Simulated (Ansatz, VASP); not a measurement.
## GaO: VASP beside Ansatz

```xyz
2
Lattice="3.0422 0.0000 0.0000 -1.5211 2.6346 0.0000 0.0000 0.0000 2.9587" Properties=species:S:1:pos:R:3 pbc="T T T"
Ga    0.0000    0.0000    0.0000
O     1.5211    0.8782    1.4793
```

Change from the starting cell: species swapped into the ZnIr type (P-6m2, No. 187).

Alike in both runs: task relaxation of cell and atoms; functional PBE; k mesh 24 × 24 × 18; occupations gaussian, width 0.1 eV; no spin polarisation.

```csv
,VASP,Ansatz
version,VASP 6.6.1,Ansatz 0.2.0
potentials or method,"VASP PAW PBE potentials, release 64 (Ga_d, O), cutoff 600 eV","scalar-relativistic, plane waves, PAW"
valence electrons in the cell,19,19
```

|  | VASP | Ansatz | Ansatz less VASP |
| --- | --- | --- | --- |
| gap on the k mesh at the Fermi level, each at its own relaxed structure (eV) | none | none | - |
| relaxed volume (Å³/atom) | 11.85 | 11.84 | -0.016 |
| relaxed length of the cell vector where the two differ most in proportion (Å) | 2.948 | 2.945 | -0.0032 |

A gap of «none» marks a metal or a gap that the smearing closes.
